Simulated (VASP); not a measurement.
A run of VASP 6.6.1 is set up as follows.

Contents of INCAR:

```
SYSTEM = NdAs3Pb2
ALGO = Normal
EDIFF = 1E-6
ENCUT = 500
GGA = PE
GGA_COMPAT = .False.
ISIF = 2
ISMEAR = 0
LASPH = .True.
LCHARG = .True.
LELF = .True.
LMAXMIX = 6
LREAL = .False.
LVHAR = .True.
LWAVE = .False.
NBANDS = 36
NELM = 200
PREC = Accurate
SIGMA = 0.1
```

Contents of KPOINTS:

```
k-points
0
Gamma
  3 3 4
  0 0 0
```

POSCAR

```
NdAs3Pb2
1.0
    6.3137544972      0.0000000027      0.0000000000
   -3.1568772509      5.4678717865      0.0000000000
    0.0000000000      0.0000000000      4.7813157246
Nd As Pb
1 3 2
Direct
    0.0000000000      0.0000000000      0.0000000000
    0.5000000000      0.0000000000      0.5000000000
    0.5000000000      0.5000000000      0.5000000000
    0.0000000000      0.5000000000      0.5000000000
    0.3333333333      0.6666666667      0.0000000000
    0.6666666667      0.3333333333      0.0000000000
```

Potentials or basis: VASP PAW PBE potentials, release 64 (Nd_3, As, Pb_d), 4f in core.

The run is started by

```console
$ cat potpaw_PBE.64/Nd_3/POTCAR potpaw_PBE.64/As/POTCAR potpaw_PBE.64/Pb_d/POTCAR > POTCAR
$ mpirun -np 1 vasp_std > vasp.out
```

Problem. What does it give for the band gap on the k mesh?

Solution. Zero (bands 27 and 28 overlap by 1.57 eV).

Problem. What does it give for the pressure?

Solution. 0.2 GPa.

Stress tensor (GPa, compression positive):
```
0.21 0.00 0.00
0.00 0.21 0.00
0.00 0.00 0.04
```

Caveat: the k points lie up to 0.38 Å⁻¹ apart, too coarse for converged energies and pressures of a metal; spin-orbit coupling is left out, which moves the levels of the heavy elements; the 4f electrons are frozen in the core, so they carry no moment and show no levels. Spin polarisation is off, so any magnetic state and its effect on volume and gap are missing.
